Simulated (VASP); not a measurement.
# Eu (Im-3m) in VASP: further runs

Aim: see how the results for Eu move with the level of theory and the settings. Levels: PBE, LDA. Tasks: single point.

Program: VASP 6.6.1. These are calculated values, not measurements. Logs are shortened: lines on timing, memory, paths and dates and some standing lists are left out, and cuts for length are marked.

### Step 1. The cell of the first run

Symmetry: Im-3m, No. 229, cubic system. Conventional cell: a = 4.606 Å, b = 4.606 Å, c = 4.606 Å, α = 90.00°, β = 90.00°, γ = 90.00°. Eu (site symmetry m-3m) has 14 Eu at 3.99 to 4.61 Å within 5.2 Å.

### Step 2. Single point, PBE, collinear spin, ferromagnetic start

Contents of INCAR:

```
ALGO     = Normal         # electronic algorithm
EDIFF    = 1E-7           # SCF threshold, eV
ENCUT    = 520            # plane-wave cutoff, eV
GGA      = PE             # functional
ISIF     = 2              # what is computed and relaxed
ISMEAR   = 1              # smearing method
ISPIN    = 2              # spin polarisation
LASPH    = T              # aspherical terms in the spheres
LCHARG   = F              # write CHGCAR
LMAXMIX  = 6              # l up to which the mixer works
LORBIT   = 11             # projections on sites
LREAL    = F              # projectors in reciprocal space
LWAVE    = F              # write WAVECAR
MAGMOM   = 7              # initial moments
NBANDS   = 14             # bands
NELM     = 150            # most SCF steps
PREC     = Accurate       # precision mode
SIGMA    = 0.15           # smearing width, eV
```

Contents of KPOINTS:

```
k-points
0
Gamma
  8 8 8
```

Contents of POSCAR:

```
Eu
1.0
   -2.3030000000      2.3030000000      2.3030000000
    2.3030000000     -2.3030000000      2.3030000000
    2.3030000000      2.3030000000     -2.3030000000
Eu
1
Direct
    0.0000000000      0.0000000000      0.0000000000
```

Potentials or basis: VASP PAW PBE potentials, release 64 (Eu_2), 4f in core.

The run is started by

```console
cat potpaw_PBE.64/Eu_2/POTCAR > POTCAR
mpirun -np 1 vasp_std > vasp.out
```

OUTCAR:

```text
EDIFF = 1E-7
   ENCUT = 520
   GGA = PE
   ISIF = 2
   ISMEAR = 1
   ISPIN = 2
   LASPH = T
   LORBIT = 11
   LREAL = F
   NELM = 150
   PREC = Accurate

 ion  position               nearest neighbor table
   1  0.000  0.000  0.000-

  LATTYP: Found a body centered cubic cell.
 ALAT       =     4.6060000000

  Lattice vectors:

 A1 = (  -2.3030000000,   2.3030000000,   2.3030000000)
 A2 = (   2.3030000000,  -2.3030000000,   2.3030000000)
 A3 = (   2.3030000000,   2.3030000000,  -2.3030000000)

Analysis of symmetry for initial positions (statically):
=====================================================================
 Subroutine PRICEL returns:
 Original cell was already a primitive cell.

 Routine SETGRP: Setting up the symmetry group for a
 body centered cubic supercell.

 Subroutine GETGRP returns: Found 48 space group operations
 (whereof 48 operations were pure point group operations)
 out of a pool of 48 trial point group operations.

The static configuration has the point symmetry O_h .

Analysis of symmetry for dynamics (positions and initial velocities):
=====================================================================
 Subroutine PRICEL returns:
 Original cell was already a primitive cell.

 Routine SETGRP: Setting up the symmetry group for a
 body centered cubic supercell.

 Subroutine GETGRP returns: Found 48 space group operations
 (whereof 48 operations were pure point group operations)
 out of a pool of 48 trial point group operations.

The dynamic configuration has the point symmetry O_h .

Analysis of structural, dynamic, and magnetic symmetry:
=====================================================================
 Subroutine PRICEL returns:
 Original cell was already a primitive cell.

 Routine SETGRP: Setting up the symmetry group for a
 body centered cubic supercell.

 Subroutine GETGRP returns: Found 48 space group operations
 (whereof 48 operations were pure point group operations)
 out of a pool of 48 trial point group operations.

The overall configuration has the point symmetry O_h .

 Subroutine INISYM returns: Found 48 space group operations
 (whereof 48 operations are pure point group operations),
 and found     1 'primitive' translations

----------------------------------------------------------------------------------------

                                     Primitive cell

  volume of cell :      48.8587

  direct lattice vectors                    reciprocal lattice vectors
    -2.303000000  2.303000000  2.303000000     0.000000000  0.217108120  0.217108120
     2.303000000 -2.303000000  2.303000000     0.217108120  0.000000000  0.217108120
     2.303000000  2.303000000 -2.303000000     0.217108120  0.217108120  0.000000000

  length of vectors
     3.988913010  3.988913010  3.988913010     0.307037248  0.307037248  0.307037248

  position of ions in fractional coordinates (direct lattice)
[... 124 lines left out ...]
  free energy    TOTEN  =        -1.84228659 eV

  energy without entropy =       -1.84329203  energy(sigma->0) =       -1.84262174

 E-fermi :   1.4435     XC(G=0):  -7.9910

 val. band max:        1.4098103389   @ k =   0.2500   0.2500   0.1250
 cond. band min:       1.4780431790   @ k =  -0.3750   0.3750   0.3750
 fundamental gap:      0.0682328401
 Fermi energy:         1.4434928495

 spin component 1

 k-point     1 :       0.0000    0.0000    0.0000
  band No.  band energies     occupation
      1     -17.4739      1.00000
      2     -17.4739      1.00000
      3     -17.4739      1.00000
      4      -2.2850      1.00000
      5       3.8071     -0.00000
      6       3.8071     -0.00000
      7       3.8071     -0.00000
      8       5.3515      0.00000
      9       5.3515      0.00000
     10      10.1149      0.00000
     11      10.1149      0.00000
     12      10.1149      0.00000
     13      15.7570      0.00000
     14      15.7571      0.00000
[... 379 lines left out ...]
      3     -17.5913      1.00000
      4       0.7465      1.00000
      5       1.9226     -0.00003
      6       3.7261     -0.00000
      7       3.9131     -0.00000
      8       5.3770      0.00000
      9       6.1008      0.00000
     10       9.2333      0.00000
     11      10.3546      0.00000
     12      10.9869      0.00000
     13      13.2580      0.00000
     14      15.0831      0.00000

 [... further k-points ...]

 spin component 2

 k-point     1 :       0.0000    0.0000    0.0000
  band No.  band energies     occupation
      1     -17.4739      1.00000
      2     -17.4739      1.00000
      3     -17.4739      1.00000
      4      -2.2852      1.00000
      5       3.8071     -0.00000
      6       3.8071     -0.00000
      7       3.8071     -0.00000
      8       5.3514      0.00000
      9       5.3514      0.00000
     10      10.1147      0.00000
     11      10.1147      0.00000
     12      10.1147      0.00000
     13      15.7568      0.00000
     14      15.7568      0.00000
[... 379 lines left out ...]
      3     -17.5913      1.00000
      4       0.7464      1.00000
      5       1.9225     -0.00003
      6       3.7261     -0.00000
      7       3.9131     -0.00000
      8       5.3769      0.00000
      9       6.1008      0.00000
     10       9.2332      0.00000
     11      10.3546      0.00000
     12      10.9868      0.00000
     13      13.2579      0.00000
     14      15.0830      0.00000

 [... further k-points ...]

------------------------ aborting loop because EDIFF is reached ----------------------------------------

  FORCE on cell =-STRESS in cart. coord.  units (eV):
  Direction    XX          YY          ZZ          XY          YZ          ZX
  --------------------------------------------------------------------------------------
  -------------------------------------------------------------------------------------
  Total       -0.3394309     -0.3394309     -0.3394309      0.0000000      0.0000000      0.0000000
  in kB      -11.1306405    -11.1306405    -11.1306405      0.0000000      0.0000000      0.0000000
  external PRESSURE =     -11.1306405 kB  Pullay stress =       0.0000000 kB

 VOLUME and BASIS-vectors are now :
 -----------------------------------------------------------------------------
  energy-cutoff  :      520.00
  volume of cell :       48.86
      direct lattice vectors                 reciprocal lattice vectors
    -2.303000000  2.303000000  2.303000000     0.000000000  0.217108120  0.217108120
     2.303000000 -2.303000000  2.303000000     0.217108120  0.000000000  0.217108120
     2.303000000  2.303000000 -2.303000000     0.217108120  0.217108120  0.000000000

 POSITION                                       TOTAL-FORCE (eV/Angst)
 -----------------------------------------------------------------------------------
      0.00000      0.00000      0.00000        -0.000000      0.000000     -0.000000
 -----------------------------------------------------------------------------------
    total drift:                               -0.000000     -0.000000      0.000000

  FREE ENERGIE OF THE ION-ELECTRON SYSTEM (eV)
  ---------------------------------------------------
  free  energy   TOTEN  =        -1.8422865921 eV

  energy  without entropy=       -1.8432920311  energy(sigma->0) =       -1.84262174

 total charge

# of ion       s       p       d       tot
------------------------------------------
    1        0.427   6.242   0.392   7.061

 magnetization (x)

# of ion       s       p       d       tot
------------------------------------------
    1        0.000  -0.000  -0.000  -0.000
```

stdout:

```text
POSCAR found type information on POSCAR Eu
 POSCAR found :  1 types and       1 ions
 scaLAPACK will be used
 LDA part: xc-table for (Slater+PW92), standard interpolation
 POSCAR, INCAR and KPOINTS ok, starting setup
 FFT: planning ... GRIDC
 FFT: planning ... GRID_SOFT
 FFT: planning ... GRID
 WAVECAR not read
 entering main loop
```

It took 52 s on 1 thread of AMD EPYC 7R13 (Zen 3), shared host; peak memory 0.17 GiB.

What came out:

```yaml
Free_energy: -1.8423 eV
Pressure: -1.1 GPa
Band_gap_on_the_k_mesh: zero (filled and empty bands overlap)
Net_moment: 0.00 μB per cell
Valence_electrons_inside_the_program's_atomic_spheres: Eu 7.06
```

Caveat: spin-orbit coupling is left out, which moves the levels of the heavy elements; the 4f electrons are frozen in the core, so they carry no moment and show no levels.

### Step 3. Single point, LDA, collinear spin, ferromagnetic start (volume scaled by 0.94)

Contents of INCAR:

```
SYSTEM = Eu
PREC = Accurate
ENCUT = 520
EDIFF = 1E-6
ISMEAR = -1
SIGMA = 0.05
LREAL = .FALSE.
LASPH = .TRUE.
NELM = 150
ALGO = Normal
ISIF = 2
LWAVE = .FALSE.
LCHARG = .FALSE.
ISPIN = 2
MAGMOM = 7
LORBIT = 11
LMAXMIX = 6
GGA = CA
NBANDS = 18
```

Contents of KPOINTS:

```
regular mesh
0
G
  8 8 8
  0 0 0
```

Contents of POSCAR:

```
Eu
1.0
   -2.2559868084      2.2559868084      2.2559868084
    2.2559868084     -2.2559868084      2.2559868084
    2.2559868084      2.2559868084     -2.2559868084
Eu
1
Direct
    0.0000000000      0.0000000000      0.0000000000
```

Potentials or basis: VASP PAW PBE potentials, release 64 (Eu).

The run is started by

```console
cat potpaw_PBE.64/Eu/POTCAR > POTCAR
mpirun -np 1 vasp_std > vasp.out
```

It took 42 s on 1 thread of Intel Xeon Platinum 8559C (Emerald Rapids), shared host; peak memory 0.19 GiB.

The run converged. Its results:

| Quantity | Value |
| --- | --- |
| Free energy | -11.2542 eV |
| Pressure | -3.6 GPa |
| Net moment | 7.21 μB per cell |
| Site moments | Eu +6.69 μB |
| Valence electrons inside the program's atomic spheres | Eu 14.66 |

Levels at points of the mesh, in eV from the Fermi level:
Spin up:
| k point | band 8 | band 9 | band 10 | band 11 | band 12 | band 13 | band 14 | band 15 | band 16 | band 17 |
| --- | --- | --- | --- | --- | --- | --- | --- | --- | --- | --- |
| (0.00, 0.00, 0.00) | -0.50 | -0.35 | -0.35 | -0.35 | -0.31 | 1.68 | 1.68 | 1.68 | 3.31 | 3.31 |
| (0.50, 0.00, 0.00) | -0.46 | -0.38 | -0.37 | -0.36 | -0.34 | 0.44 | 0.76 | 3.14 | 3.82 | 5.32 |
| (0.50, 0.50, 0.50) | -0.46 | -0.46 | -0.46 | -0.33 | -0.33 | -0.33 | 4.63 | 4.63 | 4.63 | 4.82 |
Spin down:
```tsv
k point	band 3	band 4	band 5	band 6	band 7	band 8
(0.00, 0.00, 0.00)	-18.02	-18.02	-3.60	2.55	2.55	2.55
(0.50, 0.00, 0.00)	-18.16	-18.02	-0.98	1.20	1.31	3.59
(0.50, 0.50, 0.50)	-18.32	-18.32	-0.26	-0.26	3.59	3.59
```

Caveat: the PAW data sets were made with another functional, which shifts forces and pressure a little; spin-orbit coupling is left out, which moves the levels of the heavy elements. The state reached can hang on the start; a lower one may exist.

### Step 4. Single point, LDA, collinear spin, ferromagnetic start (volume scaled by 0.96)

Contents of INCAR:

```
PREC = Accurate
ENCUT = 520
EDIFF = 1E-7
ISMEAR = -1
SIGMA = 0.05
LREAL = False
LASPH = True
NELM = 150
ALGO = Normal
ISIF = 2
LWAVE = False
LCHARG = True
ISPIN = 2
MAGMOM = 7
LORBIT = 11
LMAXMIX = 6
GGA = CA
LELF = True
LVHAR = True
NBANDS = 18
```

Contents of KPOINTS:

```
Automatic mesh
0
Gamma
  8 8 8
```

Contents of POSCAR:

```
Eu
1.0
   -2.2718745629      2.2718745629      2.2718745629
    2.2718745629     -2.2718745629      2.2718745629
    2.2718745629      2.2718745629     -2.2718745629
Eu
1
Direct
    0.0000000000      0.0000000000      0.0000000000
```

Potentials or basis: VASP PAW PBE potentials, release 64 (Eu).

The run is started by

```console
cat potpaw_PBE.64/Eu/POTCAR > POTCAR
mpirun -np 1 vasp_std > vasp.out
```

OUTCAR:

```text
PREC = Accurate
   ENCUT = 520
   EDIFF = 1E-7
   ISMEAR = -1
   LREAL = False
   LASPH = True
   NELM = 150
   ISIF = 2
   ISPIN = 2
   LORBIT = 11
   GGA = CA

 ion  position               nearest neighbor table
   1  0.000  0.000  0.000-

  LATTYP: Found a body centered cubic cell.
 ALAT       =     4.5437491258

  Lattice vectors:

 A1 = (  -2.2718745629,   2.2718745629,   2.2718745629)
 A2 = (   2.2718745629,  -2.2718745629,   2.2718745629)
 A3 = (   2.2718745629,   2.2718745629,  -2.2718745629)

Analysis of symmetry for initial positions (statically):
=====================================================================
 Subroutine PRICEL returns:
 Original cell was already a primitive cell.

 Routine SETGRP: Setting up the symmetry group for a
 body centered cubic supercell.

 Subroutine GETGRP returns: Found 48 space group operations
 (whereof 48 operations were pure point group operations)
 out of a pool of 48 trial point group operations.

The static configuration has the point symmetry O_h .

Analysis of symmetry for dynamics (positions and initial velocities):
[... 683 lines left out ...]

 [... further k-points ...]

 spin component 2

 k-point     1 :       0.0000    0.0000    0.0000
  band No.  band energies     occupation
      1     -37.1563      1.00000
      2     -16.5926      1.00000
      3     -16.5926      1.00000
      4     -16.5926      1.00000
      5      -2.1206      1.00000
      6       3.9848      0.00000
[... 493 lines left out ...]
     17       6.7278      0.00000
     18       9.8992      0.00000

 [... further k-points ...]

------------------------ aborting loop because EDIFF is reached ----------------------------------------

  FORCE on cell =-STRESS in cart. coord.  units (eV):
  Direction    XX          YY          ZZ          XY          YZ          ZX
  --------------------------------------------------------------------------------------
  -------------------------------------------------------------------------------------
  Total       -1.0871320     -1.0871320     -1.0871320     -0.0000000      0.0000000      0.0000000
  in kB      -37.1346928    -37.1346928    -37.1346928     -0.0000000      0.0000000      0.0000000
  external PRESSURE =     -37.1346928 kB  Pullay stress =       0.0000000 kB

 VOLUME and BASIS-vectors are now :
 -----------------------------------------------------------------------------
  energy-cutoff  :      520.00
  volume of cell :       46.90
      direct lattice vectors                 reciprocal lattice vectors
    -2.271874563  2.271874563  2.271874563     0.000000000  0.220082573  0.220082573
     2.271874563 -2.271874563  2.271874563     0.220082573  0.000000000  0.220082573
     2.271874563  2.271874563 -2.271874563     0.220082573  0.220082573  0.000000000

 POSITION                                       TOTAL-FORCE (eV/Angst)
 -----------------------------------------------------------------------------------
      0.00000      0.00000      0.00000         0.000000      0.000000      0.000000
 -----------------------------------------------------------------------------------
    total drift:                               -0.000000     -0.000000      0.000000

  FREE ENERGIE OF THE ION-ELECTRON SYSTEM (eV)
  ---------------------------------------------------
  free  energy   TOTEN  =       -11.2321946903 eV

  energy  without entropy=      -11.2208102716  energy(sigma->0) =      -11.22650248

 total charge

# of ion       s       p       d       f       tot
--------------------------------------------------
    1        2.078   5.657   0.254   6.672  14.661

 magnetization (x)

# of ion       s       p       d       f       tot
--------------------------------------------------
    1       -0.001  -0.078   0.102   6.670   6.693
```

stdout:

```text
POSCAR found type information on POSCAR Eu
 POSCAR found :  1 types and       1 ions
 scaLAPACK will be used
 -----------------------------------------------------------------------------
|                                                                             |
|                                                                             |
|     You enforced a specific xc type in the INCAR file but a different       |
|     I HOPE YOU KNOW WHAT YOU ARE DOING!                                     |
|                                                                             |
 -----------------------------------------------------------------------------

 LDA part: xc-table for (Slater(with rela. corr.)+CA(PZ))
 , standard interpolation
 POSCAR, INCAR and KPOINTS ok, starting setup
 FFT: planning ... GRIDC
 FFT: planning ... GRID_SOFT
 FFT: planning ... GRID
 WAVECAR not read
 entering main loop
```

It took 44 s on 1 thread of Intel Xeon Platinum 8559C (Emerald Rapids), shared host; peak memory 0.19 GiB.

Results:

```yaml
Free_energy: -11.2322 eV
Pressure: -3.7 GPa
Net_moment: 7.22 μB per cell
Site_moments: Eu +6.69 μB
Valence_electrons_inside_the_program's_atomic_spheres: Eu 14.66
```

Levels at points of the mesh, in eV from the Fermi level:
Spin up:
```tsv
k point	band 8	band 9	band 10	band 11	band 12	band 13	band 14	band 15	band 16	band 17
(0.00, 0.00, 0.00)	-0.50	-0.36	-0.36	-0.36	-0.32	1.65	1.65	1.65	3.25	3.25
(0.50, 0.00, 0.00)	-0.46	-0.39	-0.38	-0.36	-0.34	0.44	0.71	3.08	3.75	5.20
(0.50, 0.50, 0.50)	-0.46	-0.46	-0.46	-0.34	-0.34	-0.34	4.51	4.51	4.51	4.73
```
Spin down:
| k point | band 1 | band 2 | band 3 | band 4 | band 5 | band 6 | band 7 | band 8 | band 9 | band 10 |
| --- | --- | --- | --- | --- | --- | --- | --- | --- | --- | --- |
| (0.00, 0.00, 0.00) | -38.62 | -18.05 | -18.05 | -18.05 | -3.58 | 2.53 | 2.53 | 2.53 | 3.65 | 3.65 |
| (0.50, 0.00, 0.00) | -38.59 | -18.46 | -18.18 | -18.05 | -0.96 | 1.20 | 1.25 | 3.59 | 3.83 | 3.89 |
| (0.50, 0.50, 0.50) | -38.56 | -18.34 | -18.34 | -18.34 | -0.22 | -0.22 | 3.57 | 3.57 | 3.57 | 3.77 |

Caveat: the PAW data sets were made with another functional, which shifts forces and pressure a little; spin-orbit coupling is left out, which moves the levels of the heavy elements.

### Step 5. Single point, LDA, collinear spin, ferromagnetic start (volume scaled by 0.98)

Contents of INCAR:

```
PREC = Accurate
ENCUT = 520
EDIFF = 1E-7
ISMEAR = -1
SIGMA = 0.05
LREAL = F
LASPH = T
NELM = 150
ALGO = Normal
ISIF = 2
LWAVE = F
LCHARG = T
ISPIN = 2
MAGMOM = 7
LORBIT = 11
LMAXMIX = 6
GGA = CA
LELF = T
LVHAR = T
NBANDS = 18
```

KPOINTS is that of step 4.

Contents of POSCAR:

```
Eu
1.0
   -2.2875431584      2.2875431584      2.2875431584
    2.2875431584     -2.2875431584      2.2875431584
    2.2875431584      2.2875431584     -2.2875431584
Eu
1
Direct
    0.0000000000      0.0000000000      0.0000000000
```

The run is started by

```console
cat potpaw_PBE.64/Eu/POTCAR > POTCAR
mpirun -np 1 vasp_std > vasp.out
```

Wall time 41 s (1 thread of Intel Xeon Platinum 8559C (Emerald Rapids), shared host); peak memory 0.19 GiB.

Results (log left out):

```yaml
Free_energy: -11.2096 eV
Pressure: -3.8 GPa
Net_moment: 7.23 μB per cell
Site_moments: Eu +6.70 μB
Valence_electrons_inside_the_program's_atomic_spheres: Eu 14.66
```

Levels at points of the mesh, in eV from the Fermi level:
Spin up:
| k point | band 9 | band 10 | band 11 | band 12 | band 13 | band 14 | band 15 | band 16 |
| --- | --- | --- | --- | --- | --- | --- | --- | --- |
| (0.00, 0.00, 0.00) | -0.36 | -0.36 | -0.36 | -0.33 | 1.63 | 1.63 | 1.63 | 3.19 |
| (0.50, 0.00, 0.00) | -0.39 | -0.39 | -0.37 | -0.35 | 0.45 | 0.65 | 3.02 | 3.68 |
| (0.50, 0.50, 0.50) | -0.46 | -0.46 | -0.35 | -0.35 | -0.35 | 4.40 | 4.40 | 4.40 |
Spin down:
```
           k point  band 3  band 4  band 5  band 6  band 7  band 8
(0.00, 0.00, 0.00)  -18.08  -18.08   -3.56    2.50    2.50    2.50
(0.50, 0.00, 0.00)  -18.21  -18.09   -0.95    1.19    1.20    3.59
(0.50, 0.50, 0.50)  -18.35  -18.35   -0.19   -0.19    3.56    3.56
```

Caveat: the PAW data sets were made with another functional, which shifts forces and pressure a little; spin-orbit coupling is left out, which moves the levels of the heavy elements. The state reached can hang on the start; a lower one may exist.

[end of part 1 of 2]
